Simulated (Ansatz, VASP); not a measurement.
**ScIn3 in VASP and in Ansatz**

```
CELL_PARAMETERS angstrom
4.46000 0.00000 0.00000
0.00000 4.46000 0.00000
0.00000 0.00000 4.50460
ATOMIC_POSITIONS crystal
Sc 0.00000 0.00000 0.00000
In 0.00000 0.50000 0.50000
In 0.50000 0.00000 0.50000
In 0.50000 0.50000 0.00000
```

Change from the starting cell: zz strain of +1 %, crystal datasets.

Alike in both runs: task electric field gradients; functional PBEsol; k mesh 8 × 8 × 8; occupations fermi-dirac, width 0.08 eV; no spin polarisation.

```csv
,VASP,Ansatz
version,VASP 6.6.1,Ansatz 0.2.0
potentials or method,"VASP PAW PBE potentials, release 64 (Sc_sv, In_d), cutoff 520 eV","all-electron PAW with datasets made for the crystal, scalar-relativistic"
```

|  | VASP | Ansatz | Ansatz less VASP |
| --- | --- | --- | --- |
| pressure (GPa) | -0.9 | -0.9 | 0.00 |
| traceless stress, the component that is largest in VASP (GPa) | -0.36 | -0.35 | +0.002 |
| size of Vzz on the site where it differs most (V/Å²) | 93.0 | 99.2 | +6.17 |

VASP's potentials were made for PBE, not for PBEsol. Ansatz ran all-electron here, and VASP with PAW potentials.
